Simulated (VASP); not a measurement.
# C (P6_3/mmc) in VASP: notebook

The runs below take C through relaxation of shape and atoms at fixed volume, relaxation of cell and atoms, with PBE.

All numbers are computed with VASP 6.6.1; they aren't measurements. Logs are shortened: lines on timing, memory, paths and dates and some standing lists are left out, and cuts for length are marked.

## 1. The cell of the first run

Symmetry: P6_3/mmc, No. 194, hexagonal system. The conventional cell has a = 2.470 Å, b = 2.470 Å, c = 16.217 Å, α = 90.00°, β = 90.00°, γ = 120.00°. Within 2.0 Å of C (site symmetry 3m) lie 4 C at 1.51 Å. Within 2.0 Å of C (site symmetry 3m) lie 4 C at 1.51 Å. C (site symmetry 3m) has 4 C at 1.51 Å within 2.0 Å. Within 2.0 Å of C (site symmetry 3m) lie 4 C at 1.51 to 1.54 Å.

## 2. Relaxation of shape and atoms at fixed volume, PBE (5.36 Å³/atom)

INCAR

```
SYSTEM = C
PREC     = Accurate       ! precision mode
ENCUT    = 600            ! plane-wave cutoff, eV
EDIFF    = 1E-6           ! SCF threshold, eV
ISMEAR   = 0              ! smearing method
SIGMA    = 0.02           ! smearing width, eV
LREAL    = Auto         
LASPH    = .TRUE.         ! aspherical terms in the spheres
NELM     = 80             ! most SCF steps
ALGO     = Normal         ! electronic algorithm
ISIF     = 4              ! what is computed and relaxed
LWAVE    = .FALSE.        ! write WAVECAR
LCHARG   = .FALSE.        ! write CHGCAR
GGA      = PE             ! functional
IBRION   = 2              ! ionic algorithm
NSW      = 50             ! ionic steps
EDIFFG   = -0.01          ! ionic threshold
```

KPOINTS

```
regular mesh
0
G
  12 12 2
  0 0 0
```

POSCAR

```
C
1.0
    2.4701255039      0.0000000000      0.0000000000
   -1.2350627520      2.1391914369      0.0000000000
    0.0000000000      0.0000000000     16.2167828189
C
16
Direct
    0.0000000000      0.0000000000      0.0467029300
    0.0000000000      0.0000000000      0.5467029300
    0.0000000000      0.0000000000      0.4532970700
    0.0000000000      0.0000000000      0.9532970700
    0.3333333333      0.6666666667      0.0778793495
    0.6666666667      0.3333333333      0.5778793495
    0.3333333333      0.6666666667      0.4221206505
    0.6666666667      0.3333333333      0.9221206505
    0.3333333333      0.6666666667      0.1712275922
    0.6666666667      0.3333333333      0.6712275922
    0.3333333333      0.6666666667      0.3287724078
    0.6666666667      0.3333333333      0.8287724078
    0.3333333333      0.6666666667      0.7973994712
    0.6666666667      0.3333333333      0.2973994712
    0.3333333333      0.6666666667      0.7026005288
    0.6666666667      0.3333333333      0.2026005288
```

Potentials or basis: VASP PAW PBE potentials, release 64 (C).

Command:

```sh
$ cat potpaw_PBE.64/C/POTCAR > POTCAR
$ mpirun -np 1 vasp_std > vasp.out
```

OUTCAR:

```text
SYSTEM = C
   PREC = Accurate
   ENCUT = 600
   EDIFF = 1E-6
   ISMEAR = 0
   LREAL = Auto
   LASPH = .TRUE.
   NELM = 80
   ISIF = 4
   GGA = PE
   IBRION = 2
   NSW = 50
   EDIFFG = -0.01

 ion  position               nearest neighbor table
   1  0.000  0.000  0.047-   5 1.51   5 1.51   5 1.51   4 1.51
   2  0.000  0.000  0.547-   6 1.51   6 1.51   6 1.51   3 1.51
   3  0.000  0.000  0.453-   7 1.51   7 1.51   7 1.51   2 1.51
   4  0.000  0.000  0.953-   8 1.51   8 1.51   8 1.51   1 1.51
   5  0.333  0.667  0.078-   1 1.51   1 1.51   1 1.51   9 1.51
   6  0.667  0.333  0.578-   2 1.51   2 1.51   2 1.51  10 1.51
[... 8 lines left out ...]
  15  0.333  0.667  0.703-  10 1.51  10 1.51  10 1.51  13 1.54
  16  0.667  0.333  0.203-   9 1.51   9 1.51   9 1.51  14 1.54

  LATTYP: Found a hexagonal cell.
 ALAT       =     2.4701255039
 C/A-ratio  =     6.5651655324

  Lattice vectors:

 A1 = (   2.4701255039,   0.0000000000,   0.0000000000)
 A2 = (  -1.2350627520,   2.1391914369,   0.0000000000)
 A3 = (   0.0000000000,   0.0000000000,  16.2167828189)

Analysis of symmetry for initial positions (statically):
=====================================================================
 Subroutine PRICEL returns:
 Original cell was already a primitive cell.

 Routine SETGRP: Setting up the symmetry group for a
 hexagonal supercell.

 Subroutine GETGRP returns: Found 24 space group operations
 (whereof 12 operations were pure point group operations)
 out of a pool of 24 trial point group operations.

The static configuration has the point symmetry D_3d.
 The point group associated with its full space group is D_6h.

Analysis of symmetry for dynamics (positions and initial velocities):
=====================================================================
 Subroutine PRICEL returns:
 Original cell was already a primitive cell.

 Routine SETGRP: Setting up the symmetry group for a
 hexagonal supercell.

 Subroutine GETGRP returns: Found 24 space group operations
 (whereof 12 operations were pure point group operations)
 out of a pool of 24 trial point group operations.

The dynamic configuration has the point symmetry D_3d.
 The point group associated with its full space group is D_6h.

 Subroutine INISYM returns: Found 24 space group operations
 (whereof 12 operations are pure point group operations),
 and found     1 'primitive' translations

----------------------------------------------------------------------------------------

                                     Primitive cell

  volume of cell :      85.6906

  direct lattice vectors                    reciprocal lattice vectors
     2.470125504  0.000000000  0.000000000     0.404837729  0.233733172  0.000000000
    -1.235062752  2.139191437  0.000000000     0.000000000  0.467466344  0.000000000
     0.000000000  0.000000000 16.216782819     0.000000000  0.000000000  0.061664512

  length of vectors
     2.470125504  2.470125504 16.216782819     0.467466344  0.467466344  0.061664512

  position of ions in fractional coordinates (direct lattice)
     0.000000000  0.000000000  0.046702930
     0.000000000  0.000000000  0.546702930
     0.000000000  0.000000000  0.453297070
     0.000000000  0.000000000  0.953297070
     0.333333333  0.666666667  0.077879350
     0.666666667  0.333333333  0.577879350
[... 8 lines left out ...]
     0.333333333  0.666666667  0.702600529
     0.666666667  0.333333333  0.202600529

  ion indices of the primitive-cell ions
   primitive index   ion index
                 1           1
                 2           2
                 3           3
                 4           4
                 5           5
                 6           6
[... 8 lines left out ...]
                15          15
                16          16

----------------------------------------------------------------------------------------

 KPOINTS: regular mesh

Automatic generation of k-mesh.
 Grid dimensions read from file:
 generate k-points for:   12   12    2

 Generating k-lattice:

[... 45 lines left out ...]
   ISIF   =      4    stress and relaxation
   ISYM   =      2    0-nonsym 1-usesym 2-fastsym
   POTIM  = 0.5000    time-step for ionic-motion
   TEBEG  =    0.0;   TEEND  =   0.0 temperature during run
   PSTRESS=    0.0 pullay stress
   NELECT =      64.0000    total number of electrons
   NUPDOWN=      -1.0000    fix difference up-down
   EMIN   =  10.00;   EMAX   =-10.00  energy-range for DOS
   EFERMI =   0.00;   METHOD = LEGACY
   ISMEAR =     0;   SIGMA  =   0.02  broadening in eV -4-tet -1-fermi 0-gaus
   EFERMI_NEDOS =   21; number of points for ismear=-14 and -15
   IALGO  =     38    algorithm
   IMIX   =      4    mixing-type and parameters
     AMIX     =   0.40;   BMIX     =  1.00
     AMIX_MAG =   1.60;   BMIX_MAG =  1.00
  volume/ion in A,a.u.               =       5.36        36.14
  Fermi-wavevector in a.u.,A,eV,Ry     =   1.485333  2.806872 30.017347  2.206213
  Thomas-Fermi vector in A             =   2.598757
   LORBIT       =      0    0 simple, 1 ext, 2 COOP (PROOUT), +10 PAW based schemes
   GGA     = PE    functional components
   LHFCALC =     F    Hartree Fock is set to
   AEXX    =    0.0000 exact exchange contribution
   IVDW    =     0    specifies the selected vdW correction
   LEPSILON=     F    determine dielectric tensor
   LRPA    =     F    only Hartree local field effects (RPA)
 conjugate gradient relaxation of ions
 non-spin polarized calculation
 Gauss-broadening in eV      SIGMA  =   0.02
  energy-cutoff  :      600.00
  volume of cell :       85.69
 maximum number of plane-waves:      2931
 NGX is ok and might be reduce to    20
   NGX =  9   NGY =  9   NGZ = 65

--------------------------------------- Ionic step        1  -------------------------------------------

 number of electron      64.0000000 magnetization

 Free energy of the ion-electron system (eV)
  ---------------------------------------------------
  ext. energy  EPLUGINS =         0.00000000
  ---------------------------------------------------
  free energy    TOTEN  =      -144.93978975 eV

  energy without entropy =     -144.93978975  energy(sigma->0) =     -144.93978975

------------------------ aborting loop because EDIFF is reached ----------------------------------------

  FORCE on cell =-STRESS in cart. coord.  units (eV):
  Direction    XX          YY          ZZ          XY          YZ          ZX
  --------------------------------------------------------------------------------------
  -------------------------------------------------------------------------------------
  Total       16.1536376     16.1536376     16.1218670     -0.0000000     -0.0000000     -0.0000000
  in kB      302.0282367    302.0282367    301.4342136     -0.0000000     -0.0000000     -0.0000000
  external PRESSURE =     301.8302290 kB  Pullay stress =       0.0000000 kB
[... 85 lines left out ...]
  energy  without entropy=     -144.9395408510  energy(sigma->0) =     -144.93954085

--------------------------------------- Ionic step        3  -------------------------------------------

 number of electron      64.0000000 magnetization

 Free energy of the ion-electron system (eV)
  ---------------------------------------------------
  ext. energy  EPLUGINS =         0.00000000
  ---------------------------------------------------
  free energy    TOTEN  =      -144.93983380 eV

  energy without entropy =     -144.93983380  energy(sigma->0) =     -144.93983380

 E-fermi :  10.7872     XC(G=0): -13.5397

 val. band max:       10.6553832485   @ k =   0.0000   0.0000   0.0000
 cond. band min:      15.2029521271   @ k =   0.3333   0.0000   0.0000
 fundamental gap:      4.5475688786
 Fermi energy:        10.7871651874

 k-point     1 :       0.0000    0.0000    0.0000
  band No.  band energies     occupation
      1     -11.6953      2.00000
      2     -11.2785      2.00000
      3     -11.2178      2.00000
      4      -9.9457      2.00000
      5      -9.8946      2.00000
      6      -7.7939      2.00000
[... 1045 lines left out ...]
     40      18.4009      0.00000
     41      19.1091      0.00000

 [... further k-points ...]
[... 5 lines left out ...]
  --------------------------------------------------------------------------------------
  -------------------------------------------------------------------------------------
  Total       16.1395642     16.1395642     16.1561009     -0.0000000      0.0000000      0.0000000
  in kB      301.7651025    301.7651024    302.0742925     -0.0000000      0.0000000      0.0000000
  external PRESSURE =     301.8681658 kB  Pullay stress =       0.0000000 kB
[... 31 lines left out ...]
  FREE ENERGIE OF THE ION-ELECTRON SYSTEM (eV)
  ---------------------------------------------------
  free  energy   TOTEN  =      -144.9398338009 eV

  energy  without entropy=     -144.9398338009  energy(sigma->0) =     -144.93983380

 reached required accuracy - stopping structural energy minimisation
```

It took 12 min on 1 thread of Oxide Virtual Turin-like, shared host; peak memory 0.24 GiB.

What came out:

| Item | Value |
| --- | --- |
| Free energy | -144.9398 eV |
| Energy gained by relaxing | 0.0 meV/atom |
| Ionic steps | 3 |
| Pressure after relaxing | 30.2 GPa |
| Largest force after relaxing | 0.007 eV/Å |
| Band gap on the k mesh | 4.55 eV (least direct gap 5.56 eV) |

Forces on the atoms (eV/Å):
```
C    0.000  0.000  0.000
C    0.000  0.000  0.000
C    0.000  0.000  0.000
C    0.000  0.000  0.000
C    0.000  0.000  0.001
C    0.000  0.000  0.001
C    0.000  0.000 -0.001
C    0.000  0.000 -0.001
C    0.000  0.000  0.007
C    0.000  0.000  0.007
C    0.000  0.000 -0.007
C    0.000  0.000 -0.007
C    0.000  0.000 -0.002
C    0.000  0.000 -0.002
C    0.000  0.000  0.002
C    0.000  0.000  0.002
```

Final structure:
```
C
1.0
     2.47015    0.00000    0.00000
    -1.23507    2.13921    0.00000
     0.00000    0.00000   16.21649
C
16
Cartesian
  0.0000 0.0000 0.7573
  0.0000 0.0000 8.8656
  0.0000 0.0000 7.3509
  0.0000 0.0000 15.4592
  0.0000 1.4261 1.2629
  1.2351 0.7131 9.3712
  0.0000 1.4261 6.8453
  1.2351 0.7131 14.9536
  0.0000 1.4261 2.7766
  1.2351 0.7131 10.8848
  0.0000 1.4261 5.3317
  1.2351 0.7131 13.4399
  0.0000 1.4261 12.9305
  1.2351 0.7131 4.8223
  0.0000 1.4261 11.3942
  1.2351 0.7131 3.2860
```

## 3. Relaxation of shape and atoms at fixed volume, PBE (5.53 Å³/atom)

This run uses another cell than the first one, of 5.53 Å³/atom.

INCAR

```
PREC = Accurate
ENCUT = 600
EDIFF = 1E-7
ISMEAR = 0
SIGMA = 0.02
LREAL = Auto
LASPH = T
NELM = 100
ALGO = Normal
ISIF = 4
LWAVE = F
LCHARG = F
GGA = PE
IBRION = 2
NSW = 50
EDIFFG = -0.01
```

KPOINTS

```
Automatic mesh
0
Gamma
  12 12 2
```

POSCAR

```
C
1.0
    2.4962398778      0.0000000000      0.0000000000
   -1.2481199389      2.1618071481      0.0000000000
    0.0000000000      0.0000000000     16.3860391092
C
16
Direct
    0.0000000000      0.0000000000      0.0467068132
    0.0000000000      0.0000000000      0.5467068132
    0.0000000000      0.0000000000      0.4532931868
    0.0000000000      0.0000000000      0.9532931868
    0.3333333333      0.6666666667      0.0778770114
    0.6666666667      0.3333333333      0.5778770114
    0.3333333333      0.6666666667      0.4221229886
    0.6666666667      0.3333333333      0.9221229886
    0.3333333333      0.6666666667      0.1712319725
    0.6666666667      0.3333333333      0.6712319725
    0.3333333333      0.6666666667      0.3287680275
    0.6666666667      0.3333333333      0.8287680275
    0.3333333333      0.6666666667      0.7974130762
    0.6666666667      0.3333333333      0.2974130762
    0.3333333333      0.6666666667      0.7025869238
    0.6666666667      0.3333333333      0.2025869238
```

Potentials or basis: VASP PAW PBE potentials, release 64 (C).

Command:

```sh
$ cat potpaw_PBE.64/C/POTCAR > POTCAR
$ mpirun -np 1 vasp_std > vasp.out
```

Run time: 13 min. Hardware: 1 thread of Oxide Virtual Turin-like, shared host; peak memory 0.25 GiB.

It converged, with:

| Property | Result |
| --- | --- |
| Free energy | -145.3278 eV |
| Energy gained by relaxing | 0.0 meV/atom |
| Ionic steps | 3 |
| Pressure after relaxing | 14.0 GPa |
| Largest force after relaxing | 0.007 eV/Å |
| Band gap on the k mesh | 4.47 eV (least direct gap 5.49 eV) |

Forces in eV/Å, atoms in the order of the input:
```
C    0.000  0.000  0.001
C    0.000  0.000  0.001
C    0.000  0.000 -0.001
C    0.000  0.000 -0.001
C    0.000  0.000  0.001
C    0.000  0.000  0.001
C    0.000  0.000 -0.001
C    0.000  0.000 -0.001
C    0.000  0.000  0.007
C    0.000  0.000  0.007
C    0.000  0.000 -0.007
C    0.000  0.000 -0.007
C    0.000  0.000 -0.001
C    0.000  0.000 -0.001
C    0.000  0.000  0.001
C    0.000  0.000  0.001
```

Final structure:
```xyz
16
Lattice="2.4962 0.0000 0.0000 -1.2481 2.1618 0.0000 0.0000 0.0000 16.3862" Properties=species:S:1:pos:R:3 pbc="T T T"
C     0.0000    0.0000    0.7653
C     0.0000    0.0000    8.9584
C     0.0000    0.0000    7.4278
C     0.0000    0.0000   15.6209
C     0.0000    1.4412    1.2762
C     1.2481    0.7206    9.4693
C     0.0000    1.4412    6.9169
C     1.2481    0.7206   15.1101
C     0.0000    1.4412    2.8058
C     1.2481    0.7206   10.9989
C     0.0000    1.4412    5.3873
C     1.2481    0.7206   13.5805
C     0.0000    1.4412   13.0662
C     1.2481    0.7206    4.8730
C     0.0000    1.4412   11.5132
C     1.2481    0.7206    3.3201
```

Levels at points of the mesh, in eV from the valence-band top:
| k point | band 29 | band 30 | band 31 | band 32 | band 33 | band 34 | band 35 | band 36 |
| --- | --- | --- | --- | --- | --- | --- | --- | --- |
| (0.00, 0.00, 0.00) | -0.62 | -0.13 | 0.00 | 0.00 | 5.49 | 5.49 | 5.60 | 6.19 |
| (0.50, 0.00, 0.00) | -3.70 | -3.67 | -3.42 | -2.96 | 4.71 | 5.00 | 5.08 | 5.39 |
| (0.00, 0.00, 0.50) | -0.19 | -0.19 | -0.19 | -0.19 | 5.73 | 5.73 | 5.73 | 5.73 |
| (0.50, 0.00, 0.50) | -3.65 | -3.65 | -3.16 | -3.16 | 4.79 | 4.79 | 5.44 | 5.44 |

A k mesh can miss the band edges.

## 4. Relaxation of cell and atoms, PBE

This run uses another cell than the first one, of 5.67 Å³/atom.

INCAR

```
SYSTEM = C
PREC = Accurate
ENCUT = 600
EDIFF = 1E-6
ISMEAR = 0
SIGMA = 0.02
LREAL = Auto
LASPH = .TRUE.
NELM = 100
ALGO = Normal
ISIF = 3
LWAVE = .FALSE.
LCHARG = .FALSE.
GGA = PE
IBRION = 2
NSW = 100
EDIFFG = -0.005
```

KPOINTS

```
Automatic mesh
0
G
  12 12 2
  0 0 0
```

POSCAR

```
C
1.0
    2.5221000000      0.0000000000      0.0000000000
   -1.2610500000      2.1842026709      0.0000000000
    0.0000000000      0.0000000000     16.4743000000
C
16
Direct
    0.0000000000      0.0000000000      0.0468800000
    0.0000000000      0.0000000000      0.5468800000
    0.0000000000      0.0000000000      0.4531200000
    0.0000000000      0.0000000000      0.9531200000
    0.3333333333      0.6666666667      0.0781300000
    0.6666666667      0.3333333333      0.5781300000
    0.3333333333      0.6666666667      0.4218700000
    0.6666666667      0.3333333333      0.9218700000
    0.3333333333      0.6666666667      0.1718800000
    0.6666666667      0.3333333333      0.6718800000
    0.3333333333      0.6666666667      0.3281200000
    0.6666666667      0.3333333333      0.8281200000
    0.3333333333      0.6666666667      0.7968800000
    0.6666666667      0.3333333333      0.2968800000
    0.3333333333      0.6666666667      0.7031200000
    0.6666666667      0.3333333333      0.2031200000
```

Command:

```sh
$ cat potpaw_PBE.64/C/POTCAR > POTCAR
$ mpirun -np 1 vasp_std > vasp.out
```

It took 26 min on 1 thread of Oxide Virtual Turin-like, shared host; peak memory 0.25 GiB.

The run converged. Its results:

| Item | Value |
| --- | --- |
| Free energy | -145.4551 eV |
| Relaxed volume | 5.70 Å³/atom |
| Relaxed cell | a = 2.522 Å, b = 2.522 Å, c = 16.553 Å, α = 90.00°, β = 90.00°, γ = 120.00° |
| Space group after relaxing (to 0.1 Å) | P6_3/mmc (No. 194) |
| Energy gained by relaxing | 1.3 meV/atom |
| Ionic steps | 9 |
| Pressure after relaxing | 0.0 GPa |
| Band gap on the k mesh | 4.40 eV (least direct gap 5.42 eV) |

Step by step:
| step | energy change (eV) | largest force (eV/Å) | pressure (GPa) | volume (Å³) |
| --- | --- | --- | --- | --- |
| 1 | 0.0000 | 0.3274 | 1.99 | 90.75 |
| 2 | -0.0001 | 0.3354 | -2.34 | 91.68 |
| 3 | -0.0183 | 0.1308 | -0.22 | 91.21 |
| 4 | -0.0195 | 0.0924 | -0.07 | 91.17 |
| 5 | -0.0198 | 0.0542 | -0.12 | 91.19 |
| 6 | -0.0197 | 0.0794 | 0.16 | 91.13 |
| 7 | -0.0201 | 0.0098 | 0.01 | 91.16 |
| 8 | -0.0201 | 0.0069 | 0.00 | 91.16 |
| 9 | -0.0201 | 0.0014 | 0.00 | 91.16 |

Final structure:
```
CELL_PARAMETERS angstrom
2.52171 0.00000 0.00000
-1.26086 2.18386 0.00000
0.00000 0.00000 16.55291
ATOMIC_POSITIONS crystal
C 0.00000 0.00000 0.04671
C 0.00000 0.00000 0.54671
C 0.00000 0.00000 0.45329
C 0.00000 0.00000 0.95329
C 0.33333 0.66667 0.07788
C 0.66667 0.33333 0.57788
C 0.33333 0.66667 0.42212
C 0.66667 0.33333 0.92212
C 0.33333 0.66667 0.17124
C 0.66667 0.33333 0.67124
C 0.33333 0.66667 0.32876
C 0.66667 0.33333 0.82876
C 0.33333 0.66667 0.79741
C 0.66667 0.33333 0.29741
C 0.33333 0.66667 0.70259
C 0.66667 0.33333 0.20259
```

Levels at points of the mesh, in eV from the valence-band top:
```
           k point  band 29  band 30  band 31  band 32  band 33  band 34  band 35  band 36
(0.00, 0.00, 0.00)    -0.61    -0.11     0.00     0.00     5.42     5.42     5.52     6.11
(0.50, 0.00, 0.00)    -3.59    -3.57    -3.31    -2.87     4.64     4.93     5.02     5.30
(0.00, 0.00, 0.50)    -0.19    -0.19    -0.19    -0.19     5.65     5.65     5.65     5.65
(0.50, 0.00, 0.50)    -3.54    -3.54    -3.07    -3.07     4.73     4.73     5.37     5.37
```

## 5. The runs side by side

| task | cell | gap on the mesh (eV) | pressure (GPa) | largest force (eV/Å) |
| --- | --- | --- | --- | --- |
| relaxation of shape and atoms at fixed volume | relaxed from a = 2.470, b = 2.470, c = 16.217 Å, angles 90.0, 90.0, 120.0°, 16 atoms, atomic positions A | 4.55 | 30.2 | 0.01 |
| relaxation of shape and atoms at fixed volume | relaxed from a = 2.496, b = 2.496, c = 16.386 Å, angles 90.0, 90.0, 120.0°, 16 atoms, atomic positions A | 4.47 | 14.0 | 0.01 |
| relaxation of cell and atoms | relaxed from a = 2.522, b = 2.522, c = 16.474 Å, angles 90.0, 90.0, 120.0°, 16 atoms, atomic positions B | 4.40 | 0.0 | - |

Alike in all rows: level PBE; potentials or basis VASP PAW PBE potentials, release 64 (C); no spin polarisation; k mesh 12 × 12 × 2; cutoff (eV) 600; smearing gaussian 0.02 eV.

Absolute energies hang on the potentials; compare differences alone.
